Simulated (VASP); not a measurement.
# TeMo2 (F-43m) in VASP: a series of runs, part 2 of 2

VASP 6.6.1.

## (3) Relaxation of cell and atoms, PBE

This run uses another cell than the first one, of 28.64 Å³/atom.

INCAR

```
ALGO = Normal
EDIFF = 1E-7
EDIFFG = -0.08
ENCUT = 500
GGA = PE
GGA_COMPAT = F
IBRION = 2
ISIF = 3
ISMEAR = 0
LASPH = T
LCHARG = F
LREAL = F
LWAVE = F
NELM = 120
NELMIN = 4
NSW = 36
PREC = Accurate
SIGMA = 0.2
```

KPOINTS

```
k-points
0
Gamma
  5 5 5
```

POSCAR

```
TeMo2
1.0
    0.0000000000      3.5022097800      3.5022097800
    3.5022097800      0.0000000000      3.5022097800
    3.5022097800      3.5022097800      0.0000000000
Te Mo
1 2
Direct
    0.5000000000      0.5000000000      0.5000000000
    0.0000000000      0.0000000000      0.0000000000
    0.2500000000      0.2500000000      0.2500000000
```

Potentials or basis: VASP PAW PBE potentials, release 64 (Te, Mo_sv).

Launch:

```bash
$ cat potpaw_PBE.64/Te/POTCAR potpaw_PBE.64/Mo_sv/POTCAR > POTCAR
$ mpirun -np 1 vasp_std > vasp.out
```

OUTCAR:

```text
EDIFF = 1E-7
   EDIFFG = -0.08
   ENCUT = 500
   GGA = PE
   IBRION = 2
   ISIF = 3
   ISMEAR = 0
   LASPH = T
   LREAL = F
   NELM = 120
   NELMIN = 4
   NSW = 36
   PREC = Accurate

 ion  position               nearest neighbor table
   1  0.500  0.500  0.500-   3 3.03   3 3.03   3 3.03   3 3.03   2 3.50   2 3.50   2 3.50   2 3.50
                             2 3.50   2 3.50
   2  0.000  0.000  0.000-   3 3.03   3 3.03   3 3.03   3 3.03   1 3.50   1 3.50   1 3.50   1 3.50
                             1 3.50   1 3.50
   3  0.250  0.250  0.250-   1 3.03   2 3.03   2 3.03   2 3.03   2 3.03   1 3.03   1 3.03   1 3.03

  LATTYP: Found a face centered cubic cell.
 ALAT       =     7.0044195600

  Lattice vectors:

 A1 = (   0.0000000000,   3.5022097800,   3.5022097800)
 A2 = (   3.5022097800,   0.0000000000,   3.5022097800)
 A3 = (   3.5022097800,   3.5022097800,   0.0000000000)

Analysis of symmetry for initial positions (statically):
=====================================================================
 Subroutine PRICEL returns:
 Original cell was already a primitive cell.

 Routine SETGRP: Setting up the symmetry group for a
 face centered cubic supercell.

 Subroutine GETGRP returns: Found 24 space group operations
 (whereof 24 operations were pure point group operations)
 out of a pool of 48 trial point group operations.

The static configuration has the point symmetry T_d .

Analysis of symmetry for dynamics (positions and initial velocities):
=====================================================================
 Subroutine PRICEL returns:
 Original cell was already a primitive cell.

 Routine SETGRP: Setting up the symmetry group for a
 face centered cubic supercell.

 Subroutine GETGRP returns: Found 24 space group operations
 (whereof 24 operations were pure point group operations)
 out of a pool of 48 trial point group operations.

The dynamic configuration has the point symmetry T_d .

 Subroutine INISYM returns: Found 24 space group operations
 (whereof 24 operations are pure point group operations),
 and found     1 'primitive' translations

----------------------------------------------------------------------------------------

                                     Primitive cell

  volume of cell :      85.9125

  direct lattice vectors                    reciprocal lattice vectors
     0.000000000  3.502209780  3.502209780    -0.142767005  0.142767005  0.142767005
     3.502209780  0.000000000  3.502209780     0.142767005 -0.142767005  0.142767005
     3.502209780  3.502209780  0.000000000     0.142767005  0.142767005 -0.142767005

  length of vectors
     4.952872569  4.952872569  4.952872569     0.247279706  0.247279706  0.247279706

  position of ions in fractional coordinates (direct lattice)
     0.500000000  0.500000000  0.500000000
     0.000000000  0.000000000  0.000000000
     0.250000000  0.250000000  0.250000000

  ion indices of the primitive-cell ions
   primitive index   ion index
                 1           1
                 2           2
                 3           3

----------------------------------------------------------------------------------------

 KPOINTS: k-points

Automatic generation of k-mesh.
 Grid dimensions read from file:
 generate k-points for:    5    5    5

 Generating k-lattice:

  Cartesian coordinates                     Fractional coordinates (reciprocal lattice)
    -0.028553401  0.028553401  0.028553401     0.200000000  0.000000000  0.000000000
     0.028553401 -0.028553401  0.028553401     0.000000000  0.200000000  0.000000000
     0.028553401  0.028553401 -0.028553401     0.000000000  0.000000000  0.200000000

  Length of vectors
     0.049455941  0.049455941  0.049455941

  Shift w.r.t. Gamma in fractional coordinates (k-lattice)
     0.000000000  0.000000000  0.000000000

 Subroutine IBZKPT returns following result:
 ===========================================

 Found     10 irreducible k-points:

 Following reciprocal coordinates:
            Coordinates               Weight
  0.000000  0.000000  0.000000      1.000000
  0.200000  0.000000  0.000000      8.000000
  0.400000  0.000000  0.000000      8.000000
  0.200000  0.200000  0.000000      6.000000
  0.400000  0.200000  0.000000     24.000000
 -0.400000  0.200000  0.000000     24.000000
 -0.200000  0.200000  0.000000     12.000000
  0.400000  0.400000  0.000000      6.000000
 -0.400000  0.400000  0.000000     12.000000
 -0.400000  0.400000  0.200000     24.000000
   k-points           NKPTS =     10   k-points in BZ     NKDIM =     10   number of bands    NBANDS=     21
   number of dos      NEDOS =    301   number of ions     NIONS =      3
   total plane-waves  NPLWV =  46656
   dimension x,y,z NGX =    36 NGY =   36 NGZ =   36
   dimension x,y,z NGXF=    72 NGYF=   72 NGZF=   72
   ions per type =               1   2
   NGX,Y,Z   is equivalent  to a cutoff of  12.08, 12.08, 12.08 a.u.
   NGXF,Y,Z  is equivalent  to a cutoff of  24.17, 24.17, 24.17 a.u.
 SYSTEM =  unknown system
   PREC   = accura    normal or accurate (medium, high low for compatibility)
   ISTART =      0    job   : 0-new  1-cont  2-samecut
   ICHARG =      2    charge: 1-file 2-atom 10-const
   ISPIN  =      1    spin polarized calculation?
   LNONCOLLINEAR =      F non collinear calculations
   LSORBIT =      F    spin-orbit coupling
   LASPH  =      T    aspherical Exc in radial PAW
   ENCUT  =  500.0 eV  36.75 Ry    6.06 a.u.   9.03  9.03  9.03*2*pi/ulx,y,z
   NELM   =    120;   NELMIN=  4; NELMDL= -5     # of ELM steps
   EDIFF  = 0.1E-06   stopping-criterion for ELM
   LREAL  =      F    real-space projection
   EDIFFG = -.8E-01   stopping-criterion for IOM
   NSW    =     36    number of steps for IOM
   IBRION =      2    ionic relax: 0-MD 1-quasi-New 2-CG
   NFREE  =      1    steps in history (QN), initial steepest desc. (CG)
   ISIF   =      3    stress and relaxation
   ISYM   =      2    0-nonsym 1-usesym 2-fastsym
   POTIM  = 0.5000    time-step for ionic-motion
   TEBEG  =    0.0;   TEEND  =   0.0 temperature during run
   PSTRESS=    0.0 pullay stress
   NELECT =      34.0000    total number of electrons
   NUPDOWN=      -1.0000    fix difference up-down
   EMIN   =  10.00;   EMAX   =-10.00  energy-range for DOS
   EFERMI =   0.00;   METHOD = LEGACY
   ISMEAR =     0;   SIGMA  =   0.20  broadening in eV -4-tet -1-fermi 0-gaus
   EFERMI_NEDOS =   21; number of points for ismear=-14 and -15
   IALGO  =     38    algorithm
   IMIX   =      4    mixing-type and parameters
     AMIX     =   0.40;   BMIX     =  1.00
     AMIX_MAG =   1.60;   BMIX_MAG =  1.00
  volume/ion in A,a.u.               =      28.64       193.26
  Fermi-wavevector in a.u.,A,eV,Ry     =   1.201939  2.271335 19.655747  1.444657
  Thomas-Fermi vector in A             =   2.337734
   LORBIT       =      0    0 simple, 1 ext, 2 COOP (PROOUT), +10 PAW based schemes
   GGA     = PE    functional components
   LHFCALC =     F    Hartree Fock is set to
   AEXX    =    0.0000 exact exchange contribution
   IVDW    =     0    specifies the selected vdW correction
   LEPSILON=     F    determine dielectric tensor
   LRPA    =     F    only Hartree local field effects (RPA)
 conjugate gradient relaxation of ions
 non-spin polarized calculation
 Gauss-broadening in eV      SIGMA  =   0.20
  energy-cutoff  :      500.00
  volume of cell :       85.91
 maximum number of plane-waves:      2199
   NGX = 19   NGY = 19   NGZ = 19

--------------------------------------- Ionic step        1  -------------------------------------------

 number of electron      34.0000007 magnetization

 Free energy of the ion-electron system (eV)
  ---------------------------------------------------
  ext. energy  EPLUGINS =         0.00000000
  ---------------------------------------------------
  free energy    TOTEN  =       -21.12155652 eV

  energy without entropy =      -21.01702158  energy(sigma->0) =      -21.06928905

 E-fermi :   6.0293     XC(G=0):  -9.9132

 val. band max:        5.9510406052   @ k =   0.4000   0.0000   0.0000
 cond. band min:       6.1236655965   @ k =  -0.4000   0.2000   0.0000
 fundamental gap:      0.1726249913
 Fermi energy:         6.0292926038

 k-point     1 :       0.0000    0.0000    0.0000
  band No.  band energies     occupation
      1     -55.0262      2.00000
      2     -54.6904      2.00000
      3     -29.0792      2.00000
      4     -29.0792      2.00000
      5     -29.0792      2.00000
      6     -28.7230      2.00000
[... 621 lines left out ...]
  energy  without entropy=      -23.7204009424  energy(sigma->0) =      -23.74079257

--------------------------------------- Ionic step        5  -------------------------------------------

 number of electron      33.9999998 magnetization

 Free energy of the ion-electron system (eV)
  ---------------------------------------------------
  ext. energy  EPLUGINS =         0.00000000
  ---------------------------------------------------
  free energy    TOTEN  =       -23.76416608 eV

  energy without entropy =      -23.72415001  energy(sigma->0) =      -23.74415804

 E-fermi :  10.2253     XC(G=0): -11.6144

 val. band max:       10.1163489405   @ k =   0.4000   0.0000   0.0000
 cond. band min:      10.3514716074   @ k =  -0.4000   0.4000   0.2000
 fundamental gap:      0.2351226669
 Fermi energy:        10.2252728717

 k-point     1 :       0.0000    0.0000    0.0000
  band No.  band energies     occupation
      1     -50.6095      2.00000
      2     -49.9268      2.00000
      3     -24.8022      2.00000
      4     -24.8022      2.00000
      5     -24.8022      2.00000
      6     -24.0459      2.00000
[... 259 lines left out ...]
  FREE ENERGIE OF THE ION-ELECTRON SYSTEM (eV)
  ---------------------------------------------------
  free  energy   TOTEN  =       -23.7641660835 eV

  energy  without entropy=      -23.7241500062  energy(sigma->0) =      -23.74415804

 reached required accuracy - stopping structural energy minimisation
```

Wall time 74 s (1 thread of AMD EPYC 9R45 (Zen 5), shared host); peak memory 0.19 GiB.

Results:

* Free energy: -23.7642 eV
* Relaxed volume: 20.17 Å³/atom
* Relaxed cell: a = 4.407 Å, b = 4.407 Å, c = 4.407 Å, α = 60.00°, β = 60.00°, γ = 60.00°
* Space group after relaxing (to 0.1 Å): F-43m (No. 216)
* Pressure after relaxing: 0.0 GPa
* Band gap on the k mesh: 0.24 eV (least direct gap 0.51 eV)

Final structure:
```
CELL_PARAMETERS angstrom
0.00000 3.11615 3.11615
3.11615 0.00000 3.11615
3.11615 3.11615 0.00000
ATOMIC_POSITIONS crystal
Te 0.50000 0.50000 0.50000
Mo 0.00000 0.00000 0.00000
Mo 0.25000 0.25000 0.25000
```

Caveat: the volume moved by over 15 % at a fixed basis, so the end points are rough; spin-orbit coupling is left out, which moves the levels of the heavy elements; an odd mesh through Γ misses points on the zone boundary, where band edges can lie.
